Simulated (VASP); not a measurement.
# Si (Fd-3m) in VASP: further runs

Si is run at these levels: PBE; tasks: single point, relaxation of cell and atoms.

Everything below comes from runs of VASP 6.6.1. Logs are shortened: lines on timing, memory, paths and dates and some standing lists are left out, and cuts for length are marked.

**1. The cell of the first run**

The structure is cubic, space group Fd-3m (No. 227). The conventional cell has a = 5.470 Å, b = 5.470 Å, c = 5.470 Å, α = 90.00°, β = 90.00°, γ = 90.00°. Within 3.1 Å of Si (site symmetry -43m) lie 4 Si at 2.37 Å.

**2. Single point, PBE**

Contents of INCAR:

```
  ALGO = Normal
  EDIFF = 1E-6
  ENCUT = 500
  GGA = PE
  GGA_COMPAT = F
  ISIF = 2
  ISMEAR = 1
  LASPH = T
  LCHARG = F
  LREAL = F
  LWAVE = F
  NBANDS = 11
  NELM = 120
  PREC = Accurate
  SIGMA = 0.02
```

Contents of KPOINTS:

```
k-points
0
Gamma
  8 8 8
```

Contents of POSCAR:

```
Si
1.0
    0.0000000000      2.7350424217      2.7350424217
    2.7350424217      0.0000000000      2.7350424217
    2.7350424217      2.7350424217      0.0000000000
Si
2
Direct
    0.7500000000      0.7500000000      0.7500000000
    0.5000000000      0.5000000000      0.5000000000
```

Potentials or basis: VASP PAW PBE potentials, release 64 (Si).

Command:

```
cat potpaw_PBE.64/Si/POTCAR > POTCAR
mpirun -np 1 vasp_std > vasp.out
```

OUTCAR:

```text
EDIFF = 1E-6
   ENCUT = 500
   GGA = PE
   ISIF = 2
   ISMEAR = 1
   LASPH = T
   LREAL = F
   NELM = 120
   PREC = Accurate

 ion  position               nearest neighbor table
   1  0.750  0.750  0.750-   2 2.37   2 2.37   2 2.37   2 2.37
   2  0.500  0.500  0.500-   1 2.37   1 2.37   1 2.37   1 2.37

  LATTYP: Found a face centered cubic cell.
 ALAT       =     5.4700848434

  Lattice vectors:

 A1 = (   0.0000000000,   2.7350424217,   2.7350424217)
 A2 = (   2.7350424217,   0.0000000000,   2.7350424217)
 A3 = (   2.7350424217,   2.7350424217,   0.0000000000)

Analysis of symmetry for initial positions (statically):
=====================================================================
 Subroutine PRICEL returns:
 Original cell was already a primitive cell.

 Routine SETGRP: Setting up the symmetry group for a
 face centered cubic supercell.

 Subroutine GETGRP returns: Found 48 space group operations
 (whereof 24 operations were pure point group operations)
 out of a pool of 48 trial point group operations.

The static configuration has the point symmetry T_d .
 The point group associated with its full space group is O_h .

Analysis of symmetry for dynamics (positions and initial velocities):
=====================================================================
 Subroutine PRICEL returns:
 Original cell was already a primitive cell.

 Routine SETGRP: Setting up the symmetry group for a
 face centered cubic supercell.

 Subroutine GETGRP returns: Found 48 space group operations
 (whereof 24 operations were pure point group operations)
 out of a pool of 48 trial point group operations.

The dynamic configuration has the point symmetry T_d .
 The point group associated with its full space group is O_h .

 Subroutine INISYM returns: Found 48 space group operations
 (whereof 24 operations are pure point group operations),
 and found     1 'primitive' translations

----------------------------------------------------------------------------------------

                                     Primitive cell

  volume of cell :      40.9187

  direct lattice vectors                    reciprocal lattice vectors
     0.000000000  2.735042422  2.735042422    -0.182812521  0.182812521  0.182812521
     2.735042422  0.000000000  2.735042422     0.182812521 -0.182812521  0.182812521
     2.735042422  2.735042422  0.000000000     0.182812521  0.182812521 -0.182812521

  length of vectors
     3.867934086  3.867934086  3.867934086     0.316640575  0.316640575  0.316640575

  position of ions in fractional coordinates (direct lattice)
     0.750000000  0.750000000  0.750000000
     0.500000000  0.500000000  0.500000000

  ion indices of the primitive-cell ions
   primitive index   ion index
                 1           1
                 2           2

----------------------------------------------------------------------------------------

 KPOINTS: k-points

Automatic generation of k-mesh.
 Grid dimensions read from file:
 generate k-points for:    8    8    8

 Generating k-lattice:

  Cartesian coordinates                     Fractional coordinates (reciprocal lattice)
    -0.022851565  0.022851565  0.022851565     0.125000000  0.000000000  0.000000000
     0.022851565 -0.022851565  0.022851565     0.000000000  0.125000000  0.000000000
     0.022851565  0.022851565 -0.022851565     0.000000000  0.000000000  0.125000000

  Length of vectors
     0.039580072  0.039580072  0.039580072

  Shift w.r.t. Gamma in fractional coordinates (k-lattice)
     0.000000000  0.000000000  0.000000000

 Subroutine IBZKPT returns following result:
 ===========================================

 Found     29 irreducible k-points:

 Following reciprocal coordinates:
            Coordinates               Weight
  0.000000  0.000000  0.000000      1.000000
  0.125000  0.000000  0.000000      8.000000
  0.250000  0.000000  0.000000      8.000000
  0.375000  0.000000  0.000000      8.000000
  0.500000  0.000000  0.000000      4.000000
  0.125000  0.125000  0.000000      6.000000
[... 16 lines left out ...]
  0.500000  0.250000  0.125000     48.000000
 -0.375000  0.250000  0.125000     24.000000
 [... further k-points ...]
   k-points           NKPTS =     29   k-points in BZ     NKDIM =     29   number of bands    NBANDS=     11
   number of dos      NEDOS =    301   number of ions     NIONS =      2
   total plane-waves  NPLWV =  21952
   dimension x,y,z NGX =    28 NGY =   28 NGZ =   28
   dimension x,y,z NGXF=    56 NGYF=   56 NGZF=   56
   ions per type =               2
   NGX,Y,Z   is equivalent  to a cutoff of  12.03, 12.03, 12.03 a.u.
   NGXF,Y,Z  is equivalent  to a cutoff of  24.07, 24.07, 24.07 a.u.
 SYSTEM =  unknown system
   PREC   = accura    normal or accurate (medium, high low for compatibility)
   ISTART =      0    job   : 0-new  1-cont  2-samecut
   ICHARG =      2    charge: 1-file 2-atom 10-const
   ISPIN  =      1    spin polarized calculation?
   LNONCOLLINEAR =      F non collinear calculations
   LSORBIT =      F    spin-orbit coupling
   LASPH  =      T    aspherical Exc in radial PAW
   ENCUT  =  500.0 eV  36.75 Ry    6.06 a.u.   7.05  7.05  7.05*2*pi/ulx,y,z
   NELM   =    120;   NELMIN=  2; NELMDL= -5     # of ELM steps
   EDIFF  = 0.1E-05   stopping-criterion for ELM
   LREAL  =      F    real-space projection
   EDIFFG = 0.1E-04   stopping-criterion for IOM
   NSW    =      0    number of steps for IOM
   IBRION =     -1    ionic relax: 0-MD 1-quasi-New 2-CG
   NFREE  =      0    steps in history (QN), initial steepest desc. (CG)
   ISIF   =      2    stress and relaxation
   ISYM   =      2    0-nonsym 1-usesym 2-fastsym
   POTIM  = 0.5000    time-step for ionic-motion
   TEBEG  =    0.0;   TEEND  =   0.0 temperature during run
   PSTRESS=    0.0 pullay stress
   NELECT =       8.0000    total number of electrons
   NUPDOWN=      -1.0000    fix difference up-down
   EMIN   =  10.00;   EMAX   =-10.00  energy-range for DOS
   EFERMI =   0.00;   METHOD = LEGACY
   ISMEAR =     1;   SIGMA  =   0.02  broadening in eV -4-tet -1-fermi 0-gaus
   EFERMI_NEDOS =   21; number of points for ismear=-14 and -15
   IALGO  =     38    algorithm
   IMIX   =      4    mixing-type and parameters
     AMIX     =   0.40;   BMIX     =  1.00
     AMIX_MAG =   1.60;   BMIX_MAG =  1.00
  volume/ion in A,a.u.               =      20.46       138.07
  Fermi-wavevector in a.u.,A,eV,Ry     =   0.950161  1.795545 12.283433  0.902807
  Thomas-Fermi vector in A             =   2.078512
   LORBIT       =      0    0 simple, 1 ext, 2 COOP (PROOUT), +10 PAW based schemes
   GGA     = PE    functional components
   LHFCALC =     F    Hartree Fock is set to
   AEXX    =    0.0000 exact exchange contribution
   IVDW    =     0    specifies the selected vdW correction
   LEPSILON=     F    determine dielectric tensor
   LRPA    =     F    only Hartree local field effects (RPA)
 non-spin polarized calculation
 Methfessel and Paxton  Order N= 1 SIGMA  =   0.02
  energy-cutoff  :      500.00
  volume of cell :       40.92
 maximum number of plane-waves:      1056
   NGX = 15   NGY = 15   NGZ = 15

 number of electron       8.0000000 magnetization

 Free energy of the ion-electron system (eV)
  ---------------------------------------------------
  ext. energy  EPLUGINS =         0.00000000
  ---------------------------------------------------
  free energy    TOTEN  =       -10.84606301 eV

  energy without entropy =      -10.84606301  energy(sigma->0) =      -10.84606301

 E-fermi :   5.7098     XC(G=0):  -9.3237

 val. band max:        5.6099478922   @ k =   0.0000   0.0000   0.0000
 cond. band min:       6.2611100054   @ k =   0.3750   0.3750   0.0000
 fundamental gap:      0.6511621132
 Fermi energy:         5.7097644434

 k-point     1 :       0.0000    0.0000    0.0000
  band No.  band energies     occupation
      1      -6.1999      2.00000
      2       5.6099      2.00000
      3       5.6099      2.00000
      4       5.6099      2.00000
      5       8.1661      0.00000
      6       8.1661      0.00000
      7       8.1661      0.00000
      8       8.7354      0.00000
      9      13.3182      0.00000
     10      13.3182      0.00000
     11      13.4841      0.00000

 k-point     2 :       0.1250    0.0000    0.0000
  band No.  band energies     occupation
      1      -5.9996      2.00000
      2       4.0193      2.00000
      3       5.3277      2.00000
      4       5.3277      2.00000
      5       8.0506      0.00000
      6       8.5813      0.00000
      7       8.5813      0.00000
      8      10.1364      0.00000
      9      12.8455      0.00000
     10      12.8455      0.00000
     11      14.2595      0.00000

 k-point     3 :       0.2500    0.0000    0.0000
  band No.  band energies     occupation
      1      -5.4156      2.00000
      2       1.7249      2.00000
      3       4.8653      2.00000
      4       4.8653      2.00000
      5       7.5665      0.00000
      6       9.0991      0.00000
      7       9.0991      0.00000
      8      12.3550      0.00000
      9      12.7964      0.00000
     10      12.7964      0.00000
     11      14.5369      0.00000

 k-point     4 :       0.3750    0.0000    0.0000
  band No.  band energies     occupation
      1      -4.5417      2.00000
      2      -0.2583      2.00000
      3       4.5427      2.00000
      4       4.5427      2.00000
      5       7.2020      0.00000
      6       9.0626      0.00000
      7       9.0626      0.00000
      8      13.4454      0.00000
      9      14.1473      0.00000
     10      14.1473      0.00000
     11      15.1158      0.00000
[... 239 lines left out ...]
 k-point    22 :       0.3750    0.2500    0.1250
  band No.  band energies     occupation
      1      -4.8959      2.00000
      2       1.3424      2.00000
      3       2.9597      2.00000
      4       4.2106      2.00000
      5       8.0527      0.00000
      6       9.4343      0.00000
      7       9.8130      0.00000
      8      11.0487      0.00000
      9      13.3202      0.00000
     10      15.7105      0.00000
     11      16.5702      0.00000

 k-point    23 :       0.5000    0.2500    0.1250
  band No.  band energies     occupation
      1      -4.0270      2.00000
      2      -0.1761      2.00000
      3       2.3559      2.00000
      4       3.7237      2.00000
      5       8.4736      0.00000
      6       9.1387      0.00000
      7      10.5861      0.00000
      8      11.4863      0.00000
      9      14.5377      0.00000
     10      15.2332      0.00000
     11      17.5090      0.00000

 k-point    24 :      -0.3750    0.2500    0.1250
  band No.  band energies     occupation
      1      -3.3934      2.00000
      2      -1.0948      2.00000
      3       2.2244      2.00000
      4       3.5009      2.00000
      5       8.6320      0.00000
      6       8.7565      0.00000
      7      11.4546      0.00000
      8      12.6743      0.00000
      9      12.9141      0.00000
     10      16.1152      0.00000
     11      17.1584      0.00000

 [... further k-points ...]
[... 5 lines left out ...]
  --------------------------------------------------------------------------------------
  -------------------------------------------------------------------------------------
  Total       -0.0164785     -0.0164785     -0.0164785     -0.0000000     -0.0000000     -0.0000000
  in kB       -0.6452161     -0.6452161     -0.6452161     -0.0000000     -0.0000000     -0.0000000
  external PRESSURE =      -0.6452161 kB  Pullay stress =       0.0000000 kB

 VOLUME and BASIS-vectors are now :
 -----------------------------------------------------------------------------
  energy-cutoff  :      500.00
  volume of cell :       40.92
      direct lattice vectors                 reciprocal lattice vectors
     0.000000000  2.735042422  2.735042422    -0.182812521  0.182812521  0.182812521
     2.735042422  0.000000000  2.735042422     0.182812521 -0.182812521  0.182812521
     2.735042422  2.735042422  0.000000000     0.182812521  0.182812521 -0.182812521

 POSITION                                       TOTAL-FORCE (eV/Angst)
 -----------------------------------------------------------------------------------
      4.10256      4.10256      4.10256        -0.000000     -0.000000     -0.000000
      2.73504      2.73504      2.73504         0.000000      0.000000      0.000000
 -----------------------------------------------------------------------------------
    total drift:                                0.000000      0.000000     -0.000000

  FREE ENERGIE OF THE ION-ELECTRON SYSTEM (eV)
  ---------------------------------------------------
  free  energy   TOTEN  =       -10.8460630117 eV

  energy  without entropy=      -10.8460630117  energy(sigma->0) =      -10.84606301
```

Wall time 18 s (1 thread of Intel Xeon 8259CL, shared host); peak memory 0.15 GiB.

What came out:

```yaml
Free_energy: -10.8461 eV
Pressure: -0.1 GPa
Band_gap_on_the_k_mesh: 0.65 eV (least direct gap 2.56 eV)
```

**3. Relaxation of cell and atoms, PBE**

This run uses another cell than the first one, of 20.16 Å³/atom.

Contents of INCAR:

```
ALGO = Normal
EDIFF = 1E-7
EDIFFG = -0.005
ENCUT = 500
GGA = PE
GGA_COMPAT = F
IBRION = 2
ISIF = 3
ISMEAR = 1
LASPH = T
LCHARG = F
LREAL = F
LWAVE = F
NELM = 120
NELMIN = 4
NSW = 100
PREC = Accurate
SIGMA = 0.02
```

KPOINTS is that of step 2.

Contents of POSCAR:

```
Si
1.0
    0.0000000000      2.7218511900      2.7218511900
    2.7218511900      0.0000000000      2.7218511900
    2.7218511900      2.7218511900      0.0000000000
Si
2
Direct
    0.7500000000      0.7500000000      0.7500000000
    0.5000000000      0.5000000000      0.5000000000
```

Potentials or basis: VASP PAW PBE potentials, release 64 (Si).

Command:

```
cat potpaw_PBE.64/Si/POTCAR > POTCAR
mpirun -np 1 vasp_std > vasp.out
```

Wall time 35 s (1 thread of Intel Xeon 8259CL, shared host); peak memory 0.15 GiB.

It converged, with:

```
Free energy                           : -10.8460 eV
Relaxed volume                        : 20.44 Å³/atom
Relaxed cell                          : a = 3.867 Å, b = 3.867 Å, c = 3.867 Å, α = 60.00°, β = 60.00°, γ = 60.00°
Space group after relaxing (to 0.1 Å) : Fd-3m (No. 227)
Energy gained by relaxing             : 1.1 meV/atom
Ionic steps                           : 3
Pressure after relaxing               : 0.0 GPa
Band gap on the k mesh                : 0.65 eV (least direct gap 2.56 eV)
```

Step by step:
| step | energy change (eV) | largest force (eV/Å) | pressure (GPa) | volume (Å³) |
| --- | --- | --- | --- | --- |
| 1 | 0.0000 | 0.0000 | 1.26 | 40.33 |
| 2 | -0.0012 | 0.0000 | -0.80 | 41.26 |
| 3 | -0.0021 | 0.0000 | 0.01 | 40.88 |

Final structure:
```
CELL_PARAMETERS angstrom
0.00000 2.73427 2.73427
2.73427 0.00000 2.73427
2.73427 2.73427 0.00000
ATOMIC_POSITIONS crystal
Si 0.75000 0.75000 0.75000
Si 0.50000 0.50000 0.50000
```

Levels at points of the mesh, in eV from the valence-band top:
```csv
k point,band 2,band 3,band 4,band 5,band 6,band 7
"(0.00, 0.00, 0.00)",0.00,0.00,0.00,2.56,2.56,2.56
"(0.50, 0.00, 0.00)",-6.87,-1.18,-1.18,1.47,3.35,3.35
"(0.50, 0.50, 0.00)",-7.75,-2.79,-2.79,0.75,0.75,9.94
```

A k mesh can miss the band edges.
